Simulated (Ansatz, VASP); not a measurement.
# Two plane-wave programs on ZnS

```
Zn S
1.0
     1.90346    1.09897    9.35486
    -1.90346    1.09897    9.35486
     0.00000   -2.19793    9.35486
Zn S
3 3
Direct
  0.99998 0.99998 0.99998
  0.22227 0.22227 0.22227
  0.44456 0.44456 0.44456
  0.08327 0.08327 0.08327
  0.52784 0.52784 0.52784
  0.30541 0.30541 0.30541
```

Alike in both runs: task single point; functional PBE; k mesh 6 × 6 × 6; no spin polarisation.

|  | VASP | Ansatz |
| --- | --- | --- |
| version | VASP 6.6.1 | Ansatz 0.2.0 |
| potentials or method | VASP PAW PBE potentials, release 64 (Zn, S) | plane waves, PAW |
| plane-wave cutoff (eV) | 520 | 420 |
| occupations | gaussian, width 0.01 eV | fixed |
| valence electrons in the cell | 54 | 54 |

VASP gave:

```
gap on the k mesh at the Fermi level (eV) : 2.20
pressure (GPa)                            : 2.4
```

Q: Estimate Ansatz's values.

A: gap on the k mesh at the Fermi level (eV): 2.19; pressure (GPa): 2.3.
